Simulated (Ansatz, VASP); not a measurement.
**Sc2InSbAs2 in VASP and in Ansatz**

```
CELL_PARAMETERS angstrom
5.23349 0.00000 0.00000
-2.61675 4.53234 0.00000
0.00000 0.00000 10.41317
ATOMIC_POSITIONS crystal
Sc 0.33333 0.66667 0.00000
Sc 0.66667 0.33333 0.00000
In 0.00000 0.00000 0.00000
Sb 0.00000 0.00000 0.50000
As 0.00000 0.00000 0.25570
As 0.00000 0.00000 0.74430
```

Alike in both runs: task single point; functional PBE; k mesh 6 × 6 × 2; occupations gaussian, width 0.1 eV; collinear spin.

|  | VASP | Ansatz |
| --- | --- | --- |
| version | VASP 6.6.1 | Ansatz 0.2.0 |
| potentials or method | VASP PAW PBE potentials, release 64 (Sc_sv, In_d, Sb, As), cutoff 520 eV | scalar-relativistic, plane waves, PAW |
| valence electrons in the cell | 50 | 80 |

```tsv
	VASP	Ansatz	Ansatz less VASP
gap on the k mesh at the Fermi level (eV)	none	none	-
pressure (GPa)	0.1	0.1	-0.03
traceless stress, the component that is largest in VASP (GPa)	-0.02	-0.08	-0.060
rms of the force components (eV/Å)	0.003	0.004	+0.0013
net moment per atom (μB)	0.34	0.34	0.000
size of the moment on the site where the two differ most (μB)	0.10	0.07	-0.024
```

Site moments also hang on the region over which each program counts them. Atom by atom the forces differ by 0.006 eV/Å (rms over components). A gap of «none» marks a metal or a gap that the smearing closes. The functional is the same, so the differences come from potentials, cutoffs and numerics. VASP's potentials hold 50 valence electrons a cell and Ansatz's 80, so a difference there can come from the potentials and not from the codes.

Spin-orbit coupling is off throughout.
